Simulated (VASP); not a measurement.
A run of VASP 6.6.1:

Contents of INCAR:

```
ALGO = Normal ; EDIFF = 1E-7
ENCUT = 520 ; GGA = PS
ISIF = 2 ; ISMEAR = 0
ISPIN = 2 ; LASPH = True
LCHARG = False ; LMAXMIX = 4
LORBIT = 11 ; LREAL = False
LWAVE = False ; MAGMOM = 3 0
NBANDS = 18 ; NELM = 150
PREC = Accurate ; SIGMA = 0.1
```

File KPOINTS:

```
k-points
0
Gamma
  8 8 8
```

The input POSCAR:

```
CoO
1.0
    2.5580026086      0.0000000000      0.0000000000
    0.0000000000      2.5580026086      0.0000000000
    0.0000000000      0.0000000000      2.5580026086
Co O
1 1
Direct
    0.0000000000      0.0000000000      0.0000000000
    0.5000000000      0.5000000000      0.5000000000
```

Potentials or basis: VASP PAW PBE potentials, release 64 (Co, O).

Launch:

```sh
$ cat potpaw_PBE.64/Co/POTCAR potpaw_PBE.64/O/POTCAR > POTCAR
$ mpirun -np 1 vasp_std > vasp.out
```

Hardware: 1 thread of Intel(R) Xeon(R) 6975P-C (Granite Rapids), on a shared host.

Question: Estimate the wall time of this run.

Answer: Run time: 22 s on 1 thread of Intel(R) Xeon(R) 6975P-C (Granite Rapids), on a shared host, peak memory 0.14 GiB. Counts: scf iterations 18, k points 35.
